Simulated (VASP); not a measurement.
Set up this calculation in VASP 6.6.1, as the native input.

* Task: single point
* Functional: LDA
* Potentials or basis: VASP PAW LDA potentials, release 64 (F, Y_sv, Cs_sv, Mn_pv)
* Cutoff: 520 eV
* k mesh: 5 × 5 × 5
* Occupations: methfessel-paxton, width 0.017 eV
* Spin: no spin polarisation
* Hubbard terms: Mn d U = 6.59 eV
* Dipole correction: no
* k mesh for the DOS: 8 × 8 × 8
* Occupations for the DOS: tetrahedron
* Further INCAR settings: ALGO = Normal; EDIFF = 1e-07; NBANDS = 53

Crystal: Cs2YMnF6.

```xyz
10
Lattice="0.0000 4.4554 4.4554 4.4554 0.0000 4.4554 4.4554 4.4554 0.0000" Properties=species:S:1:pos:R:3 pbc="T T T"
F     2.2277    4.4554    4.4554
F     4.4554    2.2277    4.4554
F     6.6831    4.4554    4.4554
F     4.4554    6.6831    4.4554
F     4.4554    4.4554    2.2277
F     4.4554    4.4554    6.6831
Y     0.0000    0.0000    0.0000
Cs    2.2277    2.2277    2.2277
Cs    6.6831    6.6831    6.6831
Mn    4.4554    4.4554    4.4554
```

One way to write it, as run:

POSCAR

```
Cs2YMnF6
1.0
    0.0000000000      4.4553720000      4.4553720000
    4.4553720000      0.0000000000      4.4553720000
    4.4553720000      4.4553720000      0.0000000000
F Y Cs Mn
6 1 2 1
Direct
    0.7500000000      0.2500000000      0.2500000000
    0.2500000000      0.7500000000      0.2500000000
    0.2500000000      0.7500000000      0.7500000000
    0.7500000000      0.2500000000      0.7500000000
    0.2500000000      0.2500000000      0.7500000000
    0.7500000000      0.7500000000      0.2500000000
    0.0000000000      0.0000000000      0.0000000000
    0.2500000000      0.2500000000      0.2500000000
    0.7500000000      0.7500000000      0.7500000000
    0.5000000000      0.5000000000      0.5000000000
```

INCAR.step1

```
  ALGO = Normal
  EDIFF = 1E-7
  ENCUT = 520
  ISIF = 2
  ISMEAR = 1
  LASPH = T
  LCHARG = T
  LDAU = T
  LDAUJ = 0 0 0 0
  LDAUL = -1 -1 -1 2
  LDAUPRINT = 1
  LDAUTYPE = 2
  LDAUU = 0 0 0 6.59
  LMAXMIX = 4
  LREAL = F
  LWAVE = F
  NBANDS = 53
  NELM = 150
  PREC = Accurate
  SIGMA = 0.017
```

KPOINTS.step1

```
k-points
0
Gamma
  5 5 5
```

INCAR.step2

```
  ALGO = Normal
  EDIFF = 1E-7
  ENCUT = 520
  ICHARG = 11
  ISIF = 2
  ISMEAR = -5
  LASPH = T
  LCHARG = F
  LDAU = T
  LDAUJ = 0 0 0 0
  LDAUL = -1 -1 -1 2
  LDAUPRINT = 1
  LDAUTYPE = 2
  LDAUU = 0 0 0 6.59
  LMAXMIX = 4
  LORBIT = 11
  LREAL = F
  LWAVE = F
  NBANDS = 53
  NEDOS = 2001
  NELM = 150
  PREC = Accurate
  SIGMA = 0.017
```

KPOINTS.step2

```
k-points
0
Gamma
  8 8 8
```

Potentials or basis: VASP PAW LDA potentials, release 64 (F, Y_sv, Cs_sv, Mn_pv).

Command:

```console
$ cat potpaw_LDA.64/F/POTCAR potpaw_LDA.64/Y_sv/POTCAR potpaw_LDA.64/Cs_sv/POTCAR potpaw_LDA.64/Mn_pv/POTCAR > POTCAR
$ cp INCAR.step1 INCAR
$ cp KPOINTS.step1 KPOINTS
$ mpirun -np 1 vasp_std > vasp.out
$ cp INCAR.step2 INCAR
$ cp KPOINTS.step2 KPOINTS
$ mpirun -np 1 vasp_std > vasp.out
```

Results of the run:

```json
{
  "Valence electrons inside the program's atomic spheres": "F 6.05; Y 9.67; Cs 6.55; Mn 11.63"
}
```

Run time: 7.6 min on 1 thread of Oxide Virtual Turin-like Processor, on a shared host, peak memory 0.38 GiB.
